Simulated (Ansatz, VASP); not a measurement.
Two plane-wave programs on OsS3F2

The input INCAR:

```
PREC = Accurate
ENCUT = 520
EDIFF = 1E-7
ISMEAR = 0
SIGMA = 0.01
LREAL = F
LASPH = T
NELM = 80
ALGO = Normal
ISIF = 2
LWAVE = F
LCHARG = F
GGA = PE
NBANDS = 29
```

The input KPOINTS:

```
regular mesh
0
Gamma
  1 1 1
```

POSCAR

```
OsS3F2
1.0
   12.2000000000      0.0000000000      0.0000000000
    0.0000000000     12.8700000000      0.0000000000
    0.0000000000      0.0000000000     12.6800000000
Os S F
1 3 2
Direct
    0.4562901600      0.4998430500      0.5001372200
    0.3688524600      0.4998430500      0.6453848600
    0.3688524600      0.4998430500      0.3548895900
    0.6307598400      0.4998430500      0.5001372200
    0.4563582000      0.6500365200      0.5001372200
    0.4563582000      0.3496503500      0.5001372200
```

Input for Ansatz:

```yaml
crystal:
  lattice:
    - [12.2, 0.0, 0.0]
    - [0.0, 12.87, 0.0]
    - [0.0, 0.0, 12.68]
  atoms:
    - { symbol: Os, position: [0.45629016, 0.49984305, 0.50013722] }
    - { symbol: S, position: [0.36885246, 0.49984305, 0.64538486] }
    - { symbol: S, position: [0.36885246, 0.49984305, 0.35488959] }
    - { symbol: S, position: [0.63075984, 0.49984305, 0.50013722] }
    - { symbol: F, position: [0.4563582, 0.65003652, 0.50013722] }
    - { symbol: F, position: [0.4563582, 0.34965035, 0.50013722] }
basis:
  ecutwfc: 420
  ecutrho_ratio: 4
kpoints:
  mp_grid: { grid: [1, 1, 1] }
hamiltonian:
  xc: pbe
scf:
  occupations: { method: gaussian, width: 0.01 }
output:
  forces: true
  eigenvalues: true
  populations: true
```

Alike in both runs: task single point; functional PBE; k mesh 1 × 1 × 1; occupations gaussian, width 0.01 eV; no spin polarisation.

```csv
,VASP,Ansatz
version,VASP 6.6.1,Ansatz 0.2.0
potentials or method,"VASP PAW PBE potentials, release 64 (Os, S, F), cutoff 520 eV","scalar-relativistic, plane waves, PAW"
valence electrons in the cell,40,48
```

```csv
,VASP,Ansatz,Ansatz less VASP
gap on the k mesh at the Fermi level (eV),1.24,1.27,+0.025
rms of the force components (eV/Å),0.149,0.101,-0.0477
```

Atom by atom the forces differ by 0.110 eV/Å (rms over components). The functional is the same, so the differences come from potentials, cutoffs and numerics. VASP's potentials hold 40 valence electrons a cell and Ansatz's 48, so a difference there can come from the potentials and not from the codes. Ansatz's warnings: structure snapped to symmetry.

Spin-orbit coupling is off throughout.
